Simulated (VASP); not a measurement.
Crystal: Ga.

```
Ga
1.0
    -1.40686    1.40686    2.26723
     1.40686   -1.40686    2.26723
     1.40686    1.40686   -2.26723
Ga
1
Direct
  0.00000 0.00000 0.00000
```

```yaml
Program: VASP 6.6.1
Task: relaxation of cell and atoms
Functional: LDA
Potentials_or_basis: VASP PAW LDA potentials, release 64 (Ga_d)
Cutoff: 600 eV
k_mesh: 20 × 20 × 20
Occupations: gaussian, width 0.1 eV
Spin: no spin polarisation
```

At the start: pressure -2.7 GPa; volume 17.95 Å³/atom.

Problem. Where does the relaxation end?

Solution. Over 7 steps the energy falls by 7.1 meV/atom and the volume is 17.16 Å³/atom (-4.4 %); space group I4/mmm (No. 139, to 0.1 Å) before and after.

The path:
```
step  energy change (eV)  largest force (eV/Å)  pressure (GPa)  volume (Å³)
   1              0.0000                0.0000           -2.66        17.95
   2             -0.0071                0.0000           -0.04        17.19
   3             -0.0071                0.0000           -0.09        17.18
   4             -0.0071                0.0000           -0.08        17.18
   5             -0.0071                0.0000           -0.06        17.18
   6             -0.0071                0.0000           -0.07        17.17
   7             -0.0071                0.0000            0.02        17.16
```

Final structure:
```yaml
crystal:
  lattice:
    - [-1.38359, 1.38359, 2.24053]
    - [1.38359, -1.38359, 2.24053]
    - [1.38359, 1.38359, -2.24053]
  atoms:
    - { symbol: Ga, position: [0.00000, 0.00000, 0.00000] }
```
